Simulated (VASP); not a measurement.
# I (C2/m) in VASP: further runs, part 2 of 2

VASP 6.6.1.

### 5 Single point, PBE

INCAR

```
SYSTEM = I
  PREC = Accurate
  ENCUT = 500
  EDIFF = 1E-6
  ISMEAR = 1
  SIGMA = 0.0061
  LREAL = .FALSE.
  LASPH = .TRUE.
  NELM = 120
  ALGO = Normal
  ISIF = 2
  LWAVE = .FALSE.
  LCHARG = .FALSE.
  GGA = PE
  NBANDS = 10
  GGA_COMPAT = .FALSE.
```

KPOINTS

```
Automatic mesh
0
G
  4 4 6
  0 0 0
```

POSCAR

```
I
1.0
    2.5383465792     -3.7066249365      0.0000000000
    2.5383465792      3.7066249365      0.0000000000
   -1.6208748370      0.0000000000      2.3810977968
I
1
Direct
    0.5000000000      0.5000000000      0.5000000000
```

Potentials or basis: VASP PAW PBE potentials, release 64 (I).

On the command line:

```console
$ cat potpaw_PBE.64/I/POTCAR > POTCAR
$ mpirun -np 1 vasp_std > vasp.out
```

OUTCAR:

```text
SYSTEM = I
   PREC = Accurate
   ENCUT = 500
   EDIFF = 1E-6
   ISMEAR = 1
   LREAL = .FALSE.
   LASPH = .TRUE.
   NELM = 120
   ISIF = 2
   GGA = PE

 ion  position               nearest neighbor table
   1  0.500  0.500  0.500-

  LATTYP: Found a base centered monoclinic cell.
 ALAT       =     5.0766931584
 B/A-ratio  =     1.4602517114
 C/A-ratio  =     0.5673826054
 COS(beta)  =    -0.5627202553

  Lattice vectors:

 A1 = (   2.5383465792,  -3.7066249365,   0.0000000000)
 A2 = (   2.5383465792,   3.7066249365,   0.0000000000)
 A3 = (  -1.6208748370,   0.0000000000,   2.3810977968)

Analysis of symmetry for initial positions (statically):
=====================================================================
 Subroutine PRICEL returns:
 Original cell was already a primitive cell.

 Routine SETGRP: Setting up the symmetry group for a
 base centered monoclinic supercell.

 Subroutine GETGRP returns: Found  4 space group operations
 (whereof  4 operations were pure point group operations)
[... 159 lines left out ...]
  free energy    TOTEN  =        -1.33705280 eV

  energy without entropy =       -1.33706916  energy(sigma->0) =       -1.33705826

 E-fermi :   2.6008     XC(G=0):  -7.7546

 val. band max:        2.5681285834   @ k =   0.5000   0.0000   0.5000
 cond. band min:       2.6058874728   @ k =   0.5000   0.2500   0.1667
 fundamental gap:      0.0377588894
 Fermi energy:         2.6008065338

 k-point     1 :       0.0000    0.0000    0.0000
  band No.  band energies     occupation
      1     -11.4721      2.00000
      2       0.5602      2.00000
      3       0.6450      2.00000
      4       6.0380      0.00000
      5       6.5150      0.00000
      6      10.0513      0.00000
      7      10.3202      0.00000
      8      12.7871      0.00000
      9      12.9446      0.00000
     10      17.9113      0.00000
[... 287 lines left out ...]
 k-point    24 :      -0.2500    0.2500    0.3333
  band No.  band energies     occupation
      1      -9.5326      2.00000
      2      -1.3921      2.00000
      3       0.5044      2.00000
      4       1.4425      2.00000
      5       9.2599      0.00000
      6       9.6092      0.00000
      7      10.5821      0.00000
      8      13.4695      0.00000
      9      15.1403      0.00000
     10      16.0198      0.00000

 [... further k-points ...]
[... 5 lines left out ...]
  --------------------------------------------------------------------------------------
  -------------------------------------------------------------------------------------
  Total        0.3395051      0.2231805      0.1427612      0.0000000      0.0000000      0.2550532
  in kB       12.1400400      7.9804982      5.1048619      0.0000000      0.0000000      9.1202059
  external PRESSURE =       8.4084667 kB  Pullay stress =       0.0000000 kB

 VOLUME and BASIS-vectors are now :
 -----------------------------------------------------------------------------
  energy-cutoff  :      500.00
  volume of cell :       44.81
      direct lattice vectors                 reciprocal lattice vectors
     2.538346579 -3.706624936  0.000000000     0.196978618 -0.134893605  0.134088438
     2.538346579  3.706624936  0.000000000     0.196978618  0.134893605  0.134088438
    -1.620874837  0.000000000  2.381097797     0.000000000  0.000000000  0.419974350

 POSITION                                       TOTAL-FORCE (eV/Angst)
 -----------------------------------------------------------------------------------
      1.72791      0.00000      1.19055         0.000000      0.000000      0.000000
 -----------------------------------------------------------------------------------
    total drift:                                0.000000      0.000000      0.000000

  FREE ENERGIE OF THE ION-ELECTRON SYSTEM (eV)
  ---------------------------------------------------
  free  energy   TOTEN  =        -1.3370528031 eV

  energy  without entropy=       -1.3370691611  energy(sigma->0) =       -1.33705826
```

stdout:

```text
POSCAR found type information on POSCAR I
 POSCAR found :  1 types and       1 ions
 scaLAPACK will be used
 LDA part: xc-table for (Slater+PW92), standard interpolation
 POSCAR, INCAR and KPOINTS ok, starting setup
 FFT: planning ... GRIDC
 FFT: planning ... GRID_SOFT
 FFT: planning ... GRID
 WAVECAR not read
 entering main loop
```

Run time: 28 s. Hardware: 1 thread of Intel Xeon 8259CL, shared host; peak memory 0.17 GiB.

Results:

* Free energy: -1.3371 eV
* Pressure: 0.8 GPa

Stress tensor (GPa, compression positive):
```
1.21 0.00 0.91
0.00 0.80 0.00
0.91 0.00 0.51
```

Caveat: the k points lie up to 0.44 Å⁻¹ apart; spin-orbit coupling is left out, which moves the levels of the heavy elements; an odd number of electrons without spin polarisation forces a metal; a magnetic or distorted state may lie lower.

### 6 Single point, PBE

INCAR

```
PREC = Accurate
ENCUT = 500
EDIFF = 1E-6
ISMEAR = 1
SIGMA = 0.015
LREAL = False
LASPH = True
NELM = 120
ALGO = Normal
ISIF = 2
LWAVE = False
LCHARG = False
GGA = PE
NBANDS = 10
GGA_COMPAT = False
```

KPOINTS

```
Automatic mesh
0
Gamma
  4 4 6
```

POSCAR is that of step 5.

Potentials or basis: VASP PAW PBE potentials, release 64 (I).

On the command line:

```console
$ cat potpaw_PBE.64/I/POTCAR > POTCAR
$ mpirun -np 1 vasp_std > vasp.out
```

OUTCAR:

```text
PREC = Accurate
   ENCUT = 500
   EDIFF = 1E-6
   ISMEAR = 1
   LREAL = False
   LASPH = True
   NELM = 120
   ISIF = 2
   GGA = PE

 ion  position               nearest neighbor table
   1  0.500  0.500  0.500-

  LATTYP: Found a base centered monoclinic cell.
 ALAT       =     5.0766931584
 B/A-ratio  =     1.4602517114
 C/A-ratio  =     0.5673826054
 COS(beta)  =    -0.5627202553

  Lattice vectors:

 A1 = (   2.5383465792,  -3.7066249365,   0.0000000000)
 A2 = (   2.5383465792,   3.7066249365,   0.0000000000)
 A3 = (  -1.6208748370,   0.0000000000,   2.3810977968)

Analysis of symmetry for initial positions (statically):
=====================================================================
 Subroutine PRICEL returns:
 Original cell was already a primitive cell.

 Routine SETGRP: Setting up the symmetry group for a
 base centered monoclinic supercell.

 Subroutine GETGRP returns: Found  4 space group operations
 (whereof  4 operations were pure point group operations)
 out of a pool of  4 trial point group operations.

The static configuration has the point symmetry C_2h.

Analysis of symmetry for dynamics (positions and initial velocities):
=====================================================================
 Subroutine PRICEL returns:
 Original cell was already a primitive cell.

 Routine SETGRP: Setting up the symmetry group for a
 base centered monoclinic supercell.

 Subroutine GETGRP returns: Found  4 space group operations
 (whereof  4 operations were pure point group operations)
 out of a pool of  4 trial point group operations.

The dynamic configuration has the point symmetry C_2h.

 Subroutine INISYM returns: Found  4 space group operations
 (whereof  4 operations are pure point group operations),
 and found     1 'primitive' translations

----------------------------------------------------------------------------------------

                                     Primitive cell

  volume of cell :      44.8061

  direct lattice vectors                    reciprocal lattice vectors
     2.538346579 -3.706624936  0.000000000     0.196978618 -0.134893605  0.134088438
     2.538346579  3.706624936  0.000000000     0.196978618  0.134893605  0.134088438
    -1.620874837  0.000000000  2.381097797     0.000000000  0.000000000  0.419974350

  length of vectors
     4.492468339  4.492468339  2.880427391     0.273818498  0.273818498  0.419974350

  position of ions in fractional coordinates (direct lattice)
     0.500000000  0.500000000  0.500000000

  ion indices of the primitive-cell ions
   primitive index   ion index
                 1           1

----------------------------------------------------------------------------------------

 KPOINTS: Automatic mesh

Automatic generation of k-mesh.
 Grid dimensions read from file:
 generate k-points for:    4    4    6

 Generating k-lattice:

  Cartesian coordinates                     Fractional coordinates (reciprocal lattice)
     0.049244654 -0.033723401  0.033522110     0.250000000 -0.000000000  0.000000000
     0.049244654  0.033723401  0.033522110    -0.000000000  0.250000000  0.000000000
     0.000000000  0.000000000  0.069995725     0.000000000  0.000000000  0.166666667

  Length of vectors
     0.068454624  0.068454624  0.069995725

  Shift w.r.t. Gamma in fractional coordinates (k-lattice)
     0.000000000  0.000000000  0.000000000

 Subroutine IBZKPT returns following result:
 ===========================================

 Found     34 irreducible k-points:

 Following reciprocal coordinates:
            Coordinates               Weight
  0.000000  0.000000  0.000000      1.000000
  0.250000  0.000000 -0.000000      4.000000
  0.500000  0.000000 -0.000000      2.000000
  0.250000  0.250000 -0.000000      2.000000
  0.500000  0.250000 -0.000000      4.000000
 -0.250000  0.250000  0.000000      2.000000
[... 16 lines left out ...]
  0.500000  0.250000  0.333333      4.000000
 -0.250000  0.250000  0.333333      4.000000
 [... further k-points ...]
   k-points           NKPTS =     34   k-points in BZ     NKDIM =     34   number of bands    NBANDS=     10
   number of dos      NEDOS =    301   number of ions     NIONS =      1
   total plane-waves  NPLWV =  31104
   dimension x,y,z NGX =    36 NGY =   36 NGZ =   24
   dimension x,y,z NGXF=    72 NGYF=   72 NGZF=   48
   ions per type =               1
   NGX,Y,Z   is equivalent  to a cutoff of  13.32, 13.32, 13.85 a.u.
   NGXF,Y,Z  is equivalent  to a cutoff of  26.64, 26.64, 27.70 a.u.
 SYSTEM =  unknown system
   PREC   = accura    normal or accurate (medium, high low for compatibility)
   ISTART =      0    job   : 0-new  1-cont  2-samecut
   ICHARG =      2    charge: 1-file 2-atom 10-const
   ISPIN  =      1    spin polarized calculation?
   LNONCOLLINEAR =      F non collinear calculations
   LSORBIT =      F    spin-orbit coupling
   LASPH  =      T    aspherical Exc in radial PAW
   ENCUT  =  500.0 eV  36.75 Ry    6.06 a.u.   8.19  8.19  5.25*2*pi/ulx,y,z
   NELM   =    120;   NELMIN=  2; NELMDL= -5     # of ELM steps
   EDIFF  = 0.1E-05   stopping-criterion for ELM
   LREAL  =      F    real-space projection
   EDIFFG = 0.1E-04   stopping-criterion for IOM
   NSW    =      0    number of steps for IOM
   IBRION =     -1    ionic relax: 0-MD 1-quasi-New 2-CG
   NFREE  =      0    steps in history (QN), initial steepest desc. (CG)
   ISIF   =      2    stress and relaxation
   ISYM   =      2    0-nonsym 1-usesym 2-fastsym
   POTIM  = 0.5000    time-step for ionic-motion
   TEBEG  =    0.0;   TEEND  =   0.0 temperature during run
   PSTRESS=    0.0 pullay stress
   NELECT =       7.0000    total number of electrons
   NUPDOWN=      -1.0000    fix difference up-down
   EMIN   =  10.00;   EMAX   =-10.00  energy-range for DOS
   EFERMI =   0.00;   METHOD = LEGACY
   ISMEAR =     1;   SIGMA  =   0.01  broadening in eV -4-tet -1-fermi 0-gaus
   EFERMI_NEDOS =   21; number of points for ismear=-14 and -15
   IALGO  =     38    algorithm
   IMIX   =      4    mixing-type and parameters
     AMIX     =   0.40;   BMIX     =  1.00
     AMIX_MAG =   1.60;   BMIX_MAG =  1.00
  volume/ion in A,a.u.               =      44.81       302.37
  Fermi-wavevector in a.u.,A,eV,Ry     =   0.881716  1.666201 10.577477  0.777423
  Thomas-Fermi vector in A             =   2.002249
   LORBIT       =      0    0 simple, 1 ext, 2 COOP (PROOUT), +10 PAW based schemes
   GGA     = PE    functional components
   LHFCALC =     F    Hartree Fock is set to
   AEXX    =    0.0000 exact exchange contribution
   IVDW    =     0    specifies the selected vdW correction
   LEPSILON=     F    determine dielectric tensor
   LRPA    =     F    only Hartree local field effects (RPA)
 non-spin polarized calculation
 Methfessel and Paxton  Order N= 1 SIGMA  =   0.01
  energy-cutoff  :      500.00
  volume of cell :       44.81
 maximum number of plane-waves:      1149
 NGX is ok and might be reduce to    36
   NGX = 17   NGY = 17   NGZ = 11

 number of electron       7.0000000 magnetization

 Free energy of the ion-electron system (eV)
  ---------------------------------------------------
  ext. energy  EPLUGINS =         0.00000000
  ---------------------------------------------------
  free energy    TOTEN  =        -1.33701277 eV

  energy without entropy =       -1.33716587  energy(sigma->0) =       -1.33706380

 E-fermi :   2.5902     XC(G=0):  -7.7545

 val. band max:        2.5688643092   @ k =   0.5000   0.0000   0.5000
 cond. band min:       2.6039966018   @ k =   0.5000   0.2500   0.1667
 fundamental gap:      0.0351322925
 Fermi energy:         2.5902149555

 k-point     1 :       0.0000    0.0000    0.0000
  band No.  band energies     occupation
      1     -11.4731      2.00000
      2       0.5595      2.00000
      3       0.6452      2.00000
      4       6.0362      0.00000
      5       6.5152      0.00000
      6      10.0519      0.00000
      7      10.3204      0.00000
      8      12.7856      0.00000
      9      12.9456      0.00000
     10      17.9104      0.00000

 k-point     2 :       0.2500    0.0000   -0.0000
  band No.  band energies     occupation
      1     -11.3403      2.00000
      2      -0.5372      2.00000
      3       0.3271      2.00000
      4       6.0430      0.00000
      5       7.7204      0.00000
      6       9.6860      0.00000
      7      11.6011      0.00000
      8      12.7926      0.00000
      9      16.4585      0.00000
     10      18.2789      0.00000
[... 274 lines left out ...]
 k-point    24 :      -0.2500    0.2500    0.3333
  band No.  band energies     occupation
      1      -9.5335      2.00000
      2      -1.3943      2.00000
      3       0.5048      2.00000
      4       1.4424      2.00000
      5       9.2598      0.00000
      6       9.6092      0.00000
      7      10.5815      0.00000
      8      13.4700      0.00000
      9      15.1404      0.00000
     10      16.0196      0.00000

 [... further k-points ...]
[... 5 lines left out ...]
  --------------------------------------------------------------------------------------
  -------------------------------------------------------------------------------------
  Total        0.3401809      0.2280181      0.1335211      0.0000000      0.0000000      0.2688907
  in kB       12.1642043      8.1534833      4.7744525      0.0000000      0.0000000      9.6150048
  external PRESSURE =       8.3640467 kB  Pullay stress =       0.0000000 kB

 VOLUME and BASIS-vectors are now :
 -----------------------------------------------------------------------------
  energy-cutoff  :      500.00
  volume of cell :       44.81
      direct lattice vectors                 reciprocal lattice vectors
     2.538346579 -3.706624936  0.000000000     0.196978618 -0.134893605  0.134088438
     2.538346579  3.706624936  0.000000000     0.196978618  0.134893605  0.134088438
    -1.620874837  0.000000000  2.381097797     0.000000000  0.000000000  0.419974350

 POSITION                                       TOTAL-FORCE (eV/Angst)
 -----------------------------------------------------------------------------------
      1.72791      0.00000      1.19055         0.000000     -0.000000      0.000000
 -----------------------------------------------------------------------------------
    total drift:                                0.000000      0.000000      0.000000

  FREE ENERGIE OF THE ION-ELECTRON SYSTEM (eV)
  ---------------------------------------------------
  free  energy   TOTEN  =        -1.3370127668 eV

  energy  without entropy=       -1.3371658693  energy(sigma->0) =       -1.33706380
```

OSZICAR:

```text
N       E                     dE             d eps       ncg     rms          rms(c)
DAV:   1     0.301573941774E+02    0.30157E+02   -0.25451E+03   680   0.491E+02
DAV:   2     0.601289879581E-01   -0.30097E+02   -0.28896E+02   864   0.852E+01
DAV:   3    -0.143019022735E+01   -0.14903E+01   -0.14882E+01   840   0.229E+01
DAV:   4    -0.145113110285E+01   -0.20941E-01   -0.20940E-01   810   0.301E+00
DAV:   5    -0.145165687921E+01   -0.52578E-03   -0.52578E-03   906   0.435E-01    0.368E+00
DAV:   6    -0.136748571992E+01    0.84171E-01   -0.67281E-02   748   0.120E+00    0.243E+00
DAV:   7    -0.133714323856E+01    0.30342E-01   -0.11273E-01   756   0.160E+00    0.588E-01
DAV:   8    -0.134035543073E+01   -0.32122E-02   -0.20475E-02   724   0.711E-01    0.392E-01
DAV:   9    -0.133725127589E+01    0.31042E-02   -0.40499E-03   736   0.308E-01    0.187E-01
DAV:  10    -0.133700077519E+01    0.25050E-03   -0.96652E-04   774   0.160E-01    0.361E-02
DAV:  11    -0.133711544757E+01   -0.11467E-03   -0.35709E-04   768   0.959E-02    0.172E-01
DAV:  12    -0.133701188198E+01    0.10357E-03   -0.26689E-04   736   0.782E-02    0.365E-02
DAV:  13    -0.133701276679E+01   -0.88482E-06   -0.90139E-06   784   0.193E-02
   1 F= -.13370128E+01 E0= -.13370638E+01  d E =0.153102E-03
```

stdout:

```text
POSCAR found type information on POSCAR I
 POSCAR found :  1 types and       1 ions
 scaLAPACK will be used
 LDA part: xc-table for (Slater+PW92), standard interpolation
 POSCAR, INCAR and KPOINTS ok, starting setup
 FFT: planning ... GRIDC
 FFT: planning ... GRID_SOFT
 FFT: planning ... GRID
 WAVECAR not read
 entering main loop
```

It took 28 s on 1 thread of Intel Xeon 8259CL, shared host; peak memory 0.18 GiB.

Results:

| Quantity | Value |
| --- | --- |
| Free energy | -1.3370 eV |
| Pressure | 0.8 GPa |

Stress tensor (GPa, compression positive):
```
1.22 0.00 0.96
0.00 0.82 0.00
0.96 0.00 0.48
```

Levels at points of the mesh, in eV from the Fermi level:
```tsv
k point	band 1	band 2	band 3	band 4	band 5	band 6
(0.00, 0.00, 0.00)	-14.06	-2.03	-1.95	3.45	3.92	7.46
(0.50, 0.00, 0.00)	-13.79	-3.99	-2.49	3.46	4.70	9.85
(0.50, 0.50, 0.00)	-13.81	-3.98	-2.37	3.26	4.77	9.31
(0.00, 0.00, 0.50)	-11.02	-6.06	-1.30	-0.61	4.73	5.78
(0.50, 0.00, 0.50)	-11.17	-6.22	-0.78	-0.02	5.37	7.54
(0.50, 0.50, 0.50)	-11.02	-6.06	-1.31	-0.64	4.72	5.74
```

Caveat: the k points lie up to 0.44 Å⁻¹ apart; spin-orbit coupling is left out, which moves the levels of the heavy elements; an odd number of electrons without spin polarisation forces a metal; a magnetic or distorted state may lie lower.

### 7 Summary

| level | potentials or basis | spin | k mesh | smearing | gap on the mesh (eV) | pressure (GPa) |
| --- | --- | --- | --- | --- | --- | --- |
| PBE | VASP PAW PBE potentials, release 64 (I) | collinear, ferromagnetic start | 2 × 2 × 4 | gaussian 0.1 eV | none | 3.5 |
| PBE | VASP PAW PBE potentials, release 64 (I) | off | 4 × 4 × 6 | gaussian 0.1 eV | none | 0.9 |
| LDA | VASP PAW LDA potentials, release 64 (I) | off | 4 × 4 × 6 | gaussian 0.1 eV | none | -1.4 |
| PBE | VASP PAW PBE potentials, release 64 (I) | off | 4 × 4 × 6 | methfessel-paxton 0.0061 eV | none | 0.8 |
| PBE | VASP PAW PBE potentials, release 64 (I) | off | 4 × 4 × 6 | methfessel-paxton 0.015 eV | none | 0.8 |

Alike in all rows: task single point; cell as given; cutoff (eV) 500.

Caveats: all runs use coarse meshes; spin-orbit coupling is left out, which moves the levels of the heavy elements; an odd number of electrons without spin polarisation forces a metal (some runs); a magnetic or distorted state may lie lower (some runs).

Absolute energies hang on the potentials; compare differences alone.
